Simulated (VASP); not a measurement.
Write the native input for VASP 6.6.1 that does the following.

| Item | Value |
| --- | --- |
| Task | single point |
| Functional | r2SCAN |
| Potentials or basis | VASP PAW PBE potentials, release 64 (Al) |
| Cutoff | 550 eV |
| k mesh | 6 × 6 × 3 |
| Occupations | gaussian, width 0.1 eV |
| Spin | no spin polarisation |
| Dipole correction | no |
| Further INCAR settings | ALGO = Normal; EDIFF = 1e-06; NBANDS = 10 |

Al:

```
CELL_PARAMETERS angstrom
2.81246 0.00000 0.00000
-1.40623 2.43566 0.00000
0.00000 0.00000 4.86685
ATOMIC_POSITIONS crystal
Al 0.66667 0.33333 0.75000
Al 0.33333 0.66667 0.25000
```

One way to write it, as run:

POSCAR

```
Al
1.0
    2.8124553515      0.0000000000      0.0000000000
   -1.4062276757      2.4356577814      0.0000000000
    0.0000000000      0.0000000000      4.8668500000
Al
2
Direct
    0.6666666667      0.3333333333      0.7500000000
    0.3333333333      0.6666666667      0.2500000000
```

INCAR.step1

```
ALGO = Normal ; EDIFF = 1E-5
ENCUT = 550 ; GGA = PE
GGA_COMPAT = False ; ISMEAR = 0
LASPH = True ; LCHARG = False
LREAL = False ; LWAVE = True
NBANDS = 10 ; NELM = 120
PREC = Accurate ; SIGMA = 0.1
```

INCAR.step2

```
ALGO = Normal ; EDIFF = 1E-6
ENCUT = 550 ; GGA_COMPAT = False
ISIF = 2 ; ISMEAR = 0
ISTART = 1 ; LASPH = True
LCHARG = True ; LELF = True
LMIXTAU = True ; LREAL = False
LVHAR = True ; LWAVE = False
METAGGA = R2SCAN ; NBANDS = 10
NELM = 120 ; PREC = Accurate
SIGMA = 0.1
```

KPOINTS

```
k-points
0
Gamma
  6 6 3
```

Potentials or basis: VASP PAW PBE potentials, release 64 (Al).

Launch:

```sh
$ cat potpaw_PBE.64/Al/POTCAR > POTCAR
$ cp INCAR.step1 INCAR
$ mpirun -np 1 vasp_std > vasp.out
$ cp INCAR.step2 INCAR
$ mpirun -np 1 vasp_std > vasp.out
```

Results of the run:

```yaml
Pressure: -1.2 GPa
Band_gap_on_the_k_mesh: zero (band 3 reaches 9.41 eV, above the bottom of band 4 at 5.59 eV)
```

Caveat: the k points lie up to 0.43 Å⁻¹ apart; the PAW data sets were made with another functional, which shifts forces and pressure a little.

Run time: 24 s on 1 thread of Intel Xeon 8259CL, with other jobs on the host, peak memory 0.16 GiB.
